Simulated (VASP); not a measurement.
# Cr in VASP: single point with LDA

Aim: the single point of Cr with LDA.

Everything below comes from runs of VASP 6.6.1. Logs are shortened: lines on timing, memory, paths and dates and some standing lists are left out, and cuts for length are marked.

### Step 1. The cell of the first run

The typed cell holds 2 atoms: a = 2.707 Å, b = 2.707 Å, c = 4.155 Å, α = 97.13°, β = 97.13°, γ = 128.24°.

### Step 2. Single point, LDA, collinear spin, ferromagnetic start (11.47 Å³/atom)

Input file INCAR:

```
SYSTEM = Cr
ALGO = Normal ; EDIFF = 1E-7
ENCUT = 520 ; GGA = CA
ISIF = 2 ; ISMEAR = -1
ISPIN = 2 ; LASPH = .True.
LCHARG = .True. ; LELF = .True.
LMAXMIX = 4 ; LORBIT = 11
LREAL = .False. ; LVHAR = .True.
LWAVE = .False. ; MAGMOM = 1.5 1.5
NBANDS = 23 ; NELM = 150
PREC = Accurate ; SIGMA = 0.05
```

Input file KPOINTS:

```
k-points
0
Gamma
  17 17 9
  0 0 0
```

Input file POSCAR:

```
Cr
1.0
   -1.7224067502      1.7223296489      1.1817313973
    1.7223296489     -1.7224067502      1.1817313973
    2.8169483733      2.8169483733     -1.1818726086
Cr
2
Direct
    0.9999879136      0.0000120864      0.0000000000
    0.7500120864      0.2499879136      0.5000000000
```

Potentials or basis: VASP PAW LDA potentials, release 64 (Cr_pv).

Started as:

```console
$ cat potpaw_LDA.64/Cr_pv/POTCAR > POTCAR
$ mpirun -np 1 vasp_std > vasp.out
```

OUTCAR:

```text
SYSTEM = Cr
   EDIFF = 1E-7
   ENCUT = 520
   GGA = CA
   ISIF = 2
   ISMEAR = -1
   ISPIN = 2
   LASPH = .True.
   LORBIT = 11
   LREAL = .False.
   NELM = 150
   PREC = Accurate

 ion  position               nearest neighbor table
   1  1.000  0.000  0.000-   2 2.41   2 2.41   2 2.41   2 2.41   2 2.93   2 2.93   2 2.93   2 2.93

   2  0.750  0.250  0.500-   1 2.41   1 2.41   1 2.41   1 2.41   1 2.93   1 2.93   1 2.93   1 2.93

  Warning from LATTYP: Got some problem with cell dimensions!
  Tried to take original basis but could not verify dimensions!
  LATTYP: Found a base centered monoclinic cell.
 ALAT       =     2.3634627971
 B/A-ratio  =     2.0612099079
 C/A-ratio  =     1.7580981203
 COS(beta)  =    -0.2843200187

  Lattice vectors:

 A1 = (   1.7224067502,  -1.7223296489,  -1.1817313973)
 A2 = (  -1.7223296489,   1.7224067502,  -1.1817313973)
 A3 = (   2.8168712720,   2.8168712720,   1.1815901860)

Analysis of symmetry for initial positions (statically):
=====================================================================
 Subroutine PRICEL returns:
 Original cell was already a primitive cell.

 Routine SETGRP: Setting up the symmetry group for a
 base centered monoclinic supercell.

 Subroutine GETGRP returns: Found  4 space group operations
 (whereof  2 operations were pure point group operations)
 out of a pool of  4 trial point group operations.

The static configuration has the point symmetry C_2 .
 The point group associated with its full space group is C_2h.

Analysis of symmetry for dynamics (positions and initial velocities):
=====================================================================
 Subroutine PRICEL returns:
 Original cell was already a primitive cell.

 Routine SETGRP: Setting up the symmetry group for a
 base centered monoclinic supercell.

 Subroutine GETGRP returns: Found  4 space group operations
 (whereof  2 operations were pure point group operations)
 out of a pool of  4 trial point group operations.

The dynamic configuration has the point symmetry C_2 .
 The point group associated with its full space group is C_2h.

Analysis of structural, dynamic, and magnetic symmetry:
=====================================================================
 Subroutine PRICEL returns:
 Original cell was already a primitive cell.

 Routine SETGRP: Setting up the symmetry group for a
 base centered monoclinic supercell.

 Subroutine GETGRP returns: Found  4 space group operations
 (whereof  2 operations were pure point group operations)
 out of a pool of  4 trial point group operations.

The overall configuration has the point symmetry C_2 .
 The point group associated with its full space group is C_2h.

 Subroutine INISYM returns: Found  4 space group operations
 (whereof  2 operations are pure point group operations),
 and found     1 'primitive' translations

----------------------------------------------------------------------------------------

                                     Primitive cell

  volume of cell :      22.9339

  direct lattice vectors                    reciprocal lattice vectors
    -1.722406750  1.722329649  1.181731397    -0.056388647  0.233909328  0.423113784
     1.722329649 -1.722406750  1.181731397     0.233909328 -0.056388647  0.423113784
     2.816948373  2.816948373 -1.181872609     0.177499470  0.177499470  0.000011581

  length of vectors
     2.707322206  2.707322206  4.155384355     0.486742773  0.486742773  0.251022158

  position of ions in fractional coordinates (direct lattice)
     0.999987914  0.000012086  1.000000000
     0.750012086  0.249987914  0.500000000

  ion indices of the primitive-cell ions
   primitive index   ion index
                 1           1
                 2           2

----------------------------------------------------------------------------------------

 KPOINTS: k-points

Automatic generation of k-mesh.
 Grid dimensions read from file:
 generate k-points for:   17   17    9

 Generating k-lattice:

  Cartesian coordinates                     Fractional coordinates (reciprocal lattice)
    -0.003316979  0.013759372  0.024889046     0.058823529  0.000000000  0.000000000
     0.013759372 -0.003316979  0.024889046     0.000000000  0.058823529  0.000000000
     0.019722163  0.019722163  0.000001287     0.000000000  0.000000000  0.111111111

  Length of vectors
     0.028631928  0.028631928  0.027891351

  Shift w.r.t. Gamma in fractional coordinates (k-lattice)
     0.000000000  0.000000000  0.000000000

 Subroutine IBZKPT returns following result:
 ===========================================

 Found    693 irreducible k-points:

 Following reciprocal coordinates:
            Coordinates               Weight
  0.000000  0.000000  0.000000      1.000000
  0.058824 -0.000000 -0.000000      4.000000
  0.117647 -0.000000 -0.000000      4.000000
  0.176471 -0.000000  0.000000      4.000000
  0.235294 -0.000000 -0.000000      4.000000
  0.294118 -0.000000 -0.000000      4.000000
[... 16 lines left out ...]
 -0.176471  0.058824  0.000000      4.000000
 -0.117647  0.058824  0.000000      4.000000
 [... further k-points ...]
   k-points           NKPTS =    693   k-points in BZ     NKDIM =    693   number of bands    NBANDS=     23
   number of dos      NEDOS =    301   number of ions     NIONS =      2
   total plane-waves  NPLWV =  12800
   dimension x,y,z NGX =    20 NGY =   20 NGZ =   32
   dimension x,y,z NGXF=    40 NGYF=   40 NGZF=   64
   ions per type =               2
   NGX,Y,Z   is equivalent  to a cutoff of  12.28, 12.28, 12.80 a.u.
   NGXF,Y,Z  is equivalent  to a cutoff of  24.56, 24.56, 25.60 a.u.
 SYSTEM =  Cr
   PREC   = accura    normal or accurate (medium, high low for compatibility)
   ISTART =      0    job   : 0-new  1-cont  2-samecut
   ICHARG =      2    charge: 1-file 2-atom 10-const
   ISPIN  =      2    spin polarized calculation?
   LNONCOLLINEAR =      F non collinear calculations
   LSORBIT =      F    spin-orbit coupling
   LASPH  =      T    aspherical Exc in radial PAW
   ENCUT  =  520.0 eV  38.22 Ry    6.18 a.u.   5.03  5.03  7.73*2*pi/ulx,y,z
   NELM   =    150;   NELMIN=  2; NELMDL= -5     # of ELM steps
   EDIFF  = 0.1E-06   stopping-criterion for ELM
   LREAL  =      F    real-space projection
   EDIFFG = 0.1E-05   stopping-criterion for IOM
   NSW    =      0    number of steps for IOM
   IBRION =     -1    ionic relax: 0-MD 1-quasi-New 2-CG
   NFREE  =      0    steps in history (QN), initial steepest desc. (CG)
   ISIF   =      2    stress and relaxation
   ISYM   =      2    0-nonsym 1-usesym 2-fastsym
   POTIM  = 0.5000    time-step for ionic-motion
   TEBEG  =    0.0;   TEEND  =   0.0 temperature during run
   PSTRESS=    0.0 pullay stress
   NELECT =      24.0000    total number of electrons
   NUPDOWN=      -1.0000    fix difference up-down
   EMIN   =  10.00;   EMAX   =-10.00  energy-range for DOS
   EFERMI =   0.00;   METHOD = LEGACY
   ISMEAR =    -1;   SIGMA  =   0.05  broadening in eV -4-tet -1-fermi 0-gaus
   EFERMI_NEDOS =   21; number of points for ismear=-14 and -15
   IALGO  =     38    algorithm
   IMIX   =      4    mixing-type and parameters
     AMIX     =   0.40;   BMIX     =  1.00
     AMIX_MAG =   1.60;   BMIX_MAG =  1.00
  volume/ion in A,a.u.               =      11.47        77.38
  Fermi-wavevector in a.u.,A,eV,Ry     =   1.662083  3.140881 37.586360  2.762519
  Thomas-Fermi vector in A             =   2.749035
   LORBIT       =     11    0 simple, 1 ext, 2 COOP (PROOUT), +10 PAW based schemes
   GGA     = CA    functional components
   LHFCALC =     F    Hartree Fock is set to
   AEXX    =    0.0000 exact exchange contribution
   IVDW    =     0    specifies the selected vdW correction
   LEPSILON=     F    determine dielectric tensor
   LRPA    =     F    only Hartree local field effects (RPA)
 spin polarized calculation
  energy-cutoff  :      520.00
  volume of cell :       22.93
 maximum number of plane-waves:       639
   NGX = 11   NGY = 11   NGZ = 15

 number of electron      24.0000007 magnetization       0.0001238

 number of electron      24.0000007 magnetization      -0.0000370

 Free energy of the ion-electron system (eV)
  ---------------------------------------------------
  ext. energy  EPLUGINS =         0.00000000
  ---------------------------------------------------
  free energy    TOTEN  =       -20.84094911 eV

  energy without entropy =      -20.82698345  energy(sigma->0) =      -20.83396628

 E-fermi :  10.7360     XC(G=0): -14.0225

 val. band max:       10.7352891091   @ k =  -0.1765   0.0000   0.1111
 cond. band min:      10.7391967347   @ k =  -0.3529  -0.4118   0.3333
 fundamental gap:      0.0039076256
 Fermi energy:        10.7360156785

 spin component 1

 k-point     1 :       0.0000    0.0000    0.0000
  band No.  band energies     occupation
      1     -32.3682      1.00000
      2     -31.7315      1.00000
      3     -31.4423      1.00000
      4     -31.3181      1.00000
      5     -31.3129      1.00000
      6     -31.2516      1.00000
[... 15 lines left out ...]
     22      27.1719      0.00000
     23      32.1388      0.00000
[... 575 lines left out ...]
      1     -32.3354      1.00000
      2     -31.7579      1.00000
      3     -31.4856      1.00000
      4     -31.3649      1.00000
      5     -31.3484      1.00000
      6     -31.2578      1.00000
[... 15 lines left out ...]
     22      26.3991      0.00000
     23      31.6750      0.00000

 [... further k-points ...]

 spin component 2

 k-point     1 :       0.0000    0.0000    0.0000
  band No.  band energies     occupation
      1     -32.3683      1.00000
      2     -31.7315      1.00000
      3     -31.4424      1.00000
      4     -31.3181      1.00000
      5     -31.3129      1.00000
      6     -31.2516      1.00000
[... 15 lines left out ...]
     22      27.1719      0.00000
     23      32.1387      0.00000
[... 575 lines left out ...]
      1     -32.3354      1.00000
      2     -31.7579      1.00000
      3     -31.4856      1.00000
      4     -31.3649      1.00000
      5     -31.3484      1.00000
      6     -31.2578      1.00000
[... 15 lines left out ...]
     22      26.3990      0.00000
     23      31.6750      0.00000

 [... further k-points ...]

------------------------ aborting loop because EDIFF is reached ----------------------------------------

  FORCE on cell =-STRESS in cart. coord.  units (eV):
  Direction    XX          YY          ZZ          XY          YZ          ZX
  --------------------------------------------------------------------------------------
  -------------------------------------------------------------------------------------
  Total       -1.4834540     -1.4834540     -1.4476975     -0.0274733      0.0006228      0.0006227
  in kB     -103.6351229   -103.6351229   -101.1371501     -1.9193034      0.0435074      0.0435048
  external PRESSURE =    -102.8024653 kB  Pullay stress =       0.0000000 kB

 VOLUME and BASIS-vectors are now :
 -----------------------------------------------------------------------------
  energy-cutoff  :      520.00
  volume of cell :       22.93
      direct lattice vectors                 reciprocal lattice vectors
    -1.722406750  1.722329649  1.181731397    -0.056388647  0.233909328  0.423113784
     1.722329649 -1.722406750  1.181731397     0.233909328 -0.056388647  0.423113784
     2.816948373  2.816948373 -1.181872609     0.177499470  0.177499470  0.000011581

 POSITION                                       TOTAL-FORCE (eV/Angst)
 -----------------------------------------------------------------------------------
     -1.72237      1.72229      1.18173         0.001173     -0.001173      0.000000
      0.54721      2.26966      0.59080        -0.001173      0.001173     -0.000000
 -----------------------------------------------------------------------------------
    total drift:                               -0.000000     -0.000000      0.000000

  FREE ENERGIE OF THE ION-ELECTRON SYSTEM (eV)
  ---------------------------------------------------
  free  energy   TOTEN  =       -20.8409491088 eV

  energy  without entropy=      -20.8269834453  energy(sigma->0) =      -20.83396628

 total charge

# of ion       s       p       d       tot
------------------------------------------
    1        0.435   6.395   4.286  11.116
    2        0.435   6.395   4.286  11.116
--------------------------------------------------
tot          0.870  12.790   8.572  22.232

 magnetization (x)

# of ion       s       p       d       tot
------------------------------------------
    1       -0.000  -0.000  -0.000  -0.000
    2       -0.000  -0.000  -0.000  -0.000
--------------------------------------------------
tot         -0.000  -0.000  -0.000  -0.000
```

Run time: 13 min. Hardware: 1 thread of Oxide Virtual Turin-like, shared host; peak memory 0.5 GiB.

What came out:

* Free energy: -20.8409 eV
* Pressure: -10.3 GPa
* Band gap on the k mesh: zero (filled and empty bands overlap)
* Net moment: 0.00 μB per cell
* Valence electrons inside the program's atomic spheres: Cr 11.12

Stress tensor (GPa, compression positive):
```
-10.36  -0.19   0.00
 -0.19 -10.36   0.00
  0.00   0.00 -10.11
```

Levels at points of the mesh, in eV from the Fermi level:
Spin up:
| k point | band 9 | band 10 | band 11 | band 12 | band 13 | band 14 | band 15 | band 16 |
| --- | --- | --- | --- | --- | --- | --- | --- | --- |
| (0.00, 0.00, 0.00) | -1.80 | -1.57 | -0.80 | 0.42 | 0.76 | 0.77 | 1.56 | 1.59 |
Spin down:
| k point | band 8 | band 9 | band 10 | band 11 | band 12 | band 13 | band 14 | band 15 | band 16 | band 17 |
| --- | --- | --- | --- | --- | --- | --- | --- | --- | --- | --- |
| (0.00, 0.00, 0.00) | -4.21 | -1.80 | -1.57 | -0.80 | 0.42 | 0.76 | 0.77 | 1.56 | 1.59 | 1.61 |

Caveat: the cell stands under tension; an empty level that is flat over the whole mesh can mark a ghost state of the potentials, or a narrow d or f band; the moments typed at the start vanished in this run.
